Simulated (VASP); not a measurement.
# SnO2 (P4_2/mnm) in VASP: dielectric tensor with r2SCAN

Aim: the dielectric tensor of SnO2 with r2SCAN.

All numbers are computed with VASP 6.6.1; they aren't measurements. Logs are shortened: lines on timing, memory, paths and dates and some standing lists are left out, and cuts for length are marked.

## (1) The cell of the first run

It takes space group P4_2/mnm (No. 136, tetragonal). Conventional cell: a = 4.713 Å, b = 4.713 Å, c = 3.168 Å, α = 90.00°, β = 90.00°, γ = 90.00°. Sn (site symmetry mmm) has 6 O at 2.03 to 2.05 Å within 2.7 Å. Within 2.7 Å of O (site symmetry m2m) lie 3 Sn at 2.03 to 2.05 Å and 1 O at 2.60 Å.

## (2) Dielectric tensor, r2SCAN (strain -1.0%)

The input, INCAR:

```
SYSTEM = SnO2
PREC = Accurate
ENCUT = 520
EDIFF = 1E-8
ISMEAR = 0
SIGMA = 0.01
LREAL = .FALSE.
LASPH = .TRUE.
NELM = 100
ALGO = Normal
ISIF = 2
LWAVE = .FALSE.
LCHARG = .FALSE.
METAGGA = R2SCAN
LMIXTAU = .TRUE.
LCALCEPS = .TRUE.
```

The input, KPOINTS:

```
Automatic mesh
0
G
  4 4 6
  0 0 0
```

The input, POSCAR:

```
SnO2
1.0
    4.7129679872      0.0000000000      0.0000000000
    0.0000000000      4.7129679872      0.0000000000
    0.0000000000      0.0000000000      3.1680794684
Sn O
2 4
Direct
    0.0000000000      0.0000000000      0.0000000000
    0.5000000000      0.5000000000      0.5000000000
    0.3052457883      0.3052457883      0.0000000000
    0.1947542117      0.8052457883      0.5000000000
    0.8052457883      0.1947542117      0.5000000000
    0.6947542117      0.6947542117      0.0000000000
```

Potentials or basis: VASP PAW PBE potentials, release 64 (Sn_d, O).

Command:

```console
cat potpaw_PBE.64/Sn_d/POTCAR potpaw_PBE.64/O/POTCAR > POTCAR
mpirun -np 1 vasp_std > vasp.out
```

OUTCAR:

```text
SYSTEM = SnO2
   PREC = Accurate
   ENCUT = 520
   EDIFF = 1E-8
   ISMEAR = 0
   LREAL = .FALSE.
   LASPH = .TRUE.
   NELM = 100
   ISIF = 2
   METAGGA = R2SCAN

 ion  position               nearest neighbor table
   1  0.000  0.000  0.000-   3 2.03   6 2.03   5 2.05   4 2.05   4 2.05   5 2.05   2 3.69   2 3.69
                             2 3.69   2 3.69   2 3.69   2 3.69   2 3.69   2 3.69
   2  0.500  0.500  0.500-   4 2.03   5 2.03   3 2.05   6 2.05   3 2.05   6 2.05   1 3.69   1 3.69
                             1 3.69   1 3.69   1 3.69   1 3.69   1 3.69   1 3.69
   3  0.305  0.305  0.000-   1 2.03   2 2.05   2 2.05
   4  0.195  0.805  0.500-   2 2.03   1 2.05   1 2.05
   5  0.805  0.195  0.500-   2 2.03   1 2.05   1 2.05
   6  0.695  0.695  0.000-   1 2.03   2 2.05   2 2.05

  LATTYP: Found a simple tetragonal cell.
 ALAT       =     4.7129679872
 C/A-ratio  =     0.6722047502

  Lattice vectors:

 A1 = (   4.7129679872,   0.0000000000,   0.0000000000)
 A2 = (   0.0000000000,   4.7129679872,   0.0000000000)
 A3 = (   0.0000000000,   0.0000000000,   3.1680794684)

Analysis of symmetry for initial positions (statically):
=====================================================================
 Subroutine PRICEL returns:
 Original cell was already a primitive cell.

 Routine SETGRP: Setting up the symmetry group for a
 simple tetragonal supercell.

 Subroutine GETGRP returns: Found 16 space group operations
 (whereof  8 operations were pure point group operations)
 out of a pool of 16 trial point group operations.

The static configuration has the point symmetry D_2h.
 The point group associated with its full space group is D_4h.

Analysis of symmetry for dynamics (positions and initial velocities):
=====================================================================
 Subroutine PRICEL returns:
 Original cell was already a primitive cell.

 Routine SETGRP: Setting up the symmetry group for a
 simple tetragonal supercell.

 Subroutine GETGRP returns: Found 16 space group operations
 (whereof  8 operations were pure point group operations)
 out of a pool of 16 trial point group operations.

The dynamic configuration has the point symmetry D_2h.
 The point group associated with its full space group is D_4h.

 Subroutine INISYM returns: Found 16 space group operations
 (whereof  8 operations are pure point group operations),
 and found     1 'primitive' translations

----------------------------------------------------------------------------------------

                                     Primitive cell

  volume of cell :      70.3696

  direct lattice vectors                    reciprocal lattice vectors
     4.712967987  0.000000000  0.000000000     0.212180520  0.000000000  0.000000000
     0.000000000  4.712967987  0.000000000     0.000000000  0.212180520  0.000000000
     0.000000000  0.000000000  3.168079468     0.000000000  0.000000000  0.315648648

  length of vectors
     4.712967987  4.712967987  3.168079468     0.212180520  0.212180520  0.315648648

  position of ions in fractional coordinates (direct lattice)
     0.000000000  0.000000000  0.000000000
     0.500000000  0.500000000  0.500000000
     0.305245788  0.305245788  0.000000000
     0.194754212  0.805245788  0.500000000
     0.805245788  0.194754212  0.500000000
     0.694754212  0.694754212  0.000000000

  ion indices of the primitive-cell ions
   primitive index   ion index
                 1           1
                 2           2
                 3           3
                 4           4
                 5           5
                 6           6

----------------------------------------------------------------------------------------

 KPOINTS: Automatic mesh

Automatic generation of k-mesh.
 Grid dimensions read from file:
 generate k-points for:    4    4    6

[... 59 lines left out ...]
   LASPH  =      T    aspherical Exc in radial PAW
   ENCUT  =  520.0 eV  38.22 Ry    6.18 a.u.   8.76  8.76  5.89*2*pi/ulx,y,z
   NELM   =    100;   NELMIN=  2; NELMDL= -5     # of ELM steps
   EDIFF  = 0.1E-07   stopping-criterion for ELM
   LREAL  =      F    real-space projection
   EDIFFG = 0.1E-06   stopping-criterion for IOM
   NSW    =      0    number of steps for IOM
   IBRION =     -1    ionic relax: 0-MD 1-quasi-New 2-CG
   NFREE  =      0    steps in history (QN), initial steepest desc. (CG)
   ISIF   =      2    stress and relaxation
   ISYM   =      2    0-nonsym 1-usesym 2-fastsym
   POTIM  = 0.5000    time-step for ionic-motion
   TEBEG  =    0.0;   TEEND  =   0.0 temperature during run
   PSTRESS=    0.0 pullay stress
   NELECT =      52.0000    total number of electrons
   NUPDOWN=      -1.0000    fix difference up-down
   EMIN   =  10.00;   EMAX   =-10.00  energy-range for DOS
   EFERMI =   0.00;   METHOD = LEGACY
   ISMEAR =     0;   SIGMA  =   0.01  broadening in eV -4-tet -1-fermi 0-gaus
   EFERMI_NEDOS =   21; number of points for ismear=-14 and -15
   IALGO  =     38    algorithm
   IMIX   =      4    mixing-type and parameters
     AMIX     =   0.40;   BMIX     =  1.00
     AMIX_MAG =   1.60;   BMIX_MAG =  1.00
  volume/ion in A,a.u.               =      11.73        79.15
  Fermi-wavevector in a.u.,A,eV,Ry     =   1.480065  2.796918 29.804838  2.190594
  Thomas-Fermi vector in A             =   2.594146
   LORBIT       =      0    0 simple, 1 ext, 2 COOP (PROOUT), +10 PAW based schemes
   METAGGA = R2SCAN    functional components
   LHFCALC =     F    Hartree Fock is set to
   AEXX    =    0.0000 exact exchange contribution
   IVDW    =     0    specifies the selected vdW correction
   LEPSILON=     F    determine dielectric tensor
   LRPA    =     F    only Hartree local field effects (RPA)
   LRPA       =     F
 non-spin polarized calculation
 Gauss-broadening in eV      SIGMA  =   0.01
  energy-cutoff  :      520.00
  volume of cell :       70.37
 maximum number of plane-waves:      1915
 NGX is ok and might be reduce to    36
   NGX = 17   NGY = 17   NGZ = 11

 Total electronic dipole moment: p[elc]=(     4.71297     4.72366     3.16808 ) |e| Angst

 number of electron      51.9999979 magnetization

 Free energy of the ion-electron system (eV)
  ---------------------------------------------------
  ext. energy  EPLUGINS =         0.00000000
  ---------------------------------------------------
  free energy    TOTEN  =       -84.53313568 eV

  energy without entropy =      -84.53313568  energy(sigma->0) =      -84.53313568

 E-fermi :   5.9829     XC(G=0): -12.1434

 val. band max:        5.9120146711   @ k =   0.0000   0.0000   0.0000
 cond. band min:   10000.0000000000   @ k =   0.0000   0.0000   0.0000
 fundamental gap:   9994.0879853289
 Fermi energy:         5.9828736566

 k-point     1 :       0.0000    0.0000    0.0000
  band No.  band energies     occupation
      1     -15.8908      2.00000
      2     -14.9110      2.00000
      3     -14.5358      2.00000
      4     -14.5358      2.00000
      5     -14.5117      2.00000
      6     -14.5095      2.00000
[... 805 lines left out ...]
     30   10000.0000      0.00000
     31   10000.0000      0.00000

------------------------ aborting loop because EDIFF is reached ----------------------------------------

            Ionic dipole moment: p[ion]=(   -32.99078   -32.99078   -41.18503 ) |e| Angst

 Total electronic dipole moment: p[elc]=(     4.71297     4.71297    -3.15614 ) |e| Angst

 MACROSCOPIC STATIC DIELECTRIC TENSOR (including local field effects)
 ------------------------------------------------------
           3.749373     0.000000     0.000000
           0.000000     3.749373     0.000000
           0.000000     0.000000     4.069954
 ------------------------------------------------------

 PIEZOELECTRIC TENSOR (including local field effects) (e Angst)
          XX          YY          ZZ          XY          YZ          ZX
  --------------------------------------------------------------------------------
  x     0.00000     0.00000     0.00000     0.00000     0.00000     0.00000
  y     0.00000     0.00000     0.00000     0.00000     0.00000     0.00000
  z     0.00000     0.00000     0.00000     0.00000     0.00000     0.00000

 PIEZOELECTRIC TENSOR (including local field effects) (C/m^2)
          XX          YY          ZZ          XY          YZ          ZX
  --------------------------------------------------------------------------------
  x     0.00000     0.00000     0.00000     0.00000     0.00000     0.00000
  y     0.00000     0.00000     0.00000     0.00000     0.00000     0.00000
  z     0.00000     0.00000     0.00000     0.00000     0.00000     0.00000

 BORN EFFECTIVE CHARGES (including local field effects) (in |e|, cummulative output)
 ---------------------------------------------------------------------------------
 ion    1
    1     4.06380     0.36934     0.00000
    2     0.36934     4.06380     0.00000
    3     0.00000     0.00000     4.41429
 ion    2
    1     4.06380    -0.36934     0.00000
    2    -0.36934     4.06380     0.00000
    3     0.00000     0.00000     4.41429
 ion    3
    1    -2.03190    -0.64295     0.00000
    2    -0.64295    -2.03190     0.00000
    3     0.00000     0.00000    -2.20714
 ion    4
    1    -2.03190     0.64295     0.00000
    2     0.64295    -2.03190     0.00000
    3     0.00000     0.00000    -2.20714
 ion    5
    1    -2.03190     0.64295     0.00000
    2     0.64295    -2.03190     0.00000
    3     0.00000     0.00000    -2.20714
 ion    6
    1    -2.03190    -0.64295     0.00000
    2    -0.64295    -2.03190     0.00000
    3     0.00000     0.00000    -2.20714

  FORCE on cell =-STRESS in cart. coord.  units (eV):
  Direction    XX          YY          ZZ          XY          YZ          ZX
  --------------------------------------------------------------------------------------
  -------------------------------------------------------------------------------------
  Total        3.2189420      3.2189420      4.2175400      0.0000000      0.0000000      0.0000000
  in kB       73.2889808     73.2889808     96.0250955      0.0000000      0.0000000      0.0000000
  external PRESSURE =      80.8676857 kB  Pullay stress =       0.0000000 kB

 VOLUME and BASIS-vectors are now :
 -----------------------------------------------------------------------------
  energy-cutoff  :      520.00
  volume of cell :       70.37
      direct lattice vectors                 reciprocal lattice vectors
     4.712967987  0.000000000  0.000000000     0.212180520  0.000000000  0.000000000
     0.000000000  4.712967987  0.000000000     0.000000000  0.212180520  0.000000000
     0.000000000  0.000000000  3.168079468     0.000000000  0.000000000  0.315648648

 POSITION                                       TOTAL-FORCE (eV/Angst)
 -----------------------------------------------------------------------------------
      0.00000      0.00000      0.00000         0.000000      0.000000     -0.000000
      2.35648      2.35648      1.58404         0.000000      0.000000     -0.000000
      1.43861      1.43861      0.00000        -0.018945     -0.018945     -0.000000
      0.91787      3.79510      1.58404         0.018945     -0.018945     -0.000000
      3.79510      0.91787      1.58404        -0.018945      0.018945      0.000000
      3.27435      3.27435      0.00000         0.018945      0.018945      0.000000
 -----------------------------------------------------------------------------------
    total drift:                                0.000000      0.000000      0.000000

  FREE ENERGIE OF THE ION-ELECTRON SYSTEM (eV)
  ---------------------------------------------------
  free  energy   TOTEN  =       -84.5331356830 eV

  energy  without entropy=      -84.5331356830  energy(sigma->0) =      -84.53313568
```

Run time: 62 min. Hardware: 1 thread of Oxide Virtual Turin-like, shared host; peak memory 0.4 GiB.

What came out:

```yaml
Band_gap_on_the_k_mesh: 2.15 eV
Electronic_dielectric_tensor_diagonal: 3.75, 3.75, 4.07
Born_charges_mean_of_the_diagonal: Sn +4.18; O -2.09 e
```

Electronic dielectric tensor:
```
3.75 0.00 0.00
0.00 3.75 0.00
0.00 0.00 4.07
```

Born effective charge tensors (e):
atom 1, Sn
```
4.06 0.37 0.00
0.37 4.06 0.00
0.00 0.00 4.41
```
atom 2, Sn
```
 4.06 -0.37  0.00
-0.37  4.06  0.00
 0.00  0.00  4.41
```
atom 3, O
```
-2.03 -0.64  0.00
-0.64 -2.03  0.00
 0.00  0.00 -2.21
```
atom 4, O
```
-2.03  0.64  0.00
 0.64 -2.03  0.00
 0.00  0.00 -2.21
```
atom 5, O
```
-2.03  0.64  0.00
 0.64 -2.03  0.00
 0.00  0.00 -2.21
```
atom 6, O
```
-2.03 -0.64  0.00
-0.64 -2.03  0.00
 0.00  0.00 -2.21
```

Dipole moments of the cell (e·Å, modulo the quantum): ionic -32.991, -32.991, -41.185; electronic 4.713, 4.713, -3.156

Caveat: the cell differs from its parent crystal (strain -1.0%); the structure was generated, so it needn't be the stable form of SnO2; the PAW data sets were made with another functional, which shifts forces and pressure a little; spin-orbit coupling is left out, which moves the levels of the heavy elements.

The gap in the log of VASP goes by the Fermi energy; the results here count the filled bands.